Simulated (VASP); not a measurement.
Runs of VASP 6.6.1 on Li3SiN2. The structure is that of space group P4/mmm (No. 123), or close to it. The cells are those of the table. 

```csv
task,spin,cell,k mesh,cutoff (eV),gap on the mesh (eV),pressure (GPa),moment (μB),largest force (eV/Å)
single point,"collinear, ferromagnetic start","a = 2.799, b = 2.799, c = 8.473 Å, 6 atoms",6 × 6 × 2,520,none,-,1.25,2.71
single point,off,"a = 2.799, b = 2.799, c = 8.473 Å, 6 atoms",6 × 6 × 2,520,none,-,-,(a)
relaxation of cell and atoms,off,"relaxed from a = 3.065, b = 3.065, c = 7.122 Å, 6 atoms",6 × 6 × 4,600,none,-0.2,-,0.02
single point,"collinear, ferromagnetic start","a = 3.065, b = 3.065, c = 7.122 Å, 6 atoms",6 × 6 × 2,520,none,-,0.00,0.01
relaxation of cell and atoms,"collinear, ferromagnetic start","relaxed from a = 2.799, b = 2.799, c = 8.473 Å, 6 atoms",6 × 6 × 2,600,none,0.0,0.00,0.03
```

Alike in all rows: level PBE; potentials or basis VASP PAW PBE potentials, release 64 (Li_sv, Si, N); smearing gaussian 0.1 eV.

Question: Fill in the values left out.

Answer: (a) 2.67.

Caveats: some runs use coarse meshes; the cutoff is under 1.25 times the usual one of these potentials, so pressure, stress and relaxed cells hold a basis-set (Pulay) error; forces of over 1 eV/Å act on the atoms, so gaps and moduli don't describe the material at rest (some runs); the relaxation stopped at its first step, so nothing moved (some runs).

A gap of «none» marks levels without a gap at the run's occupations.
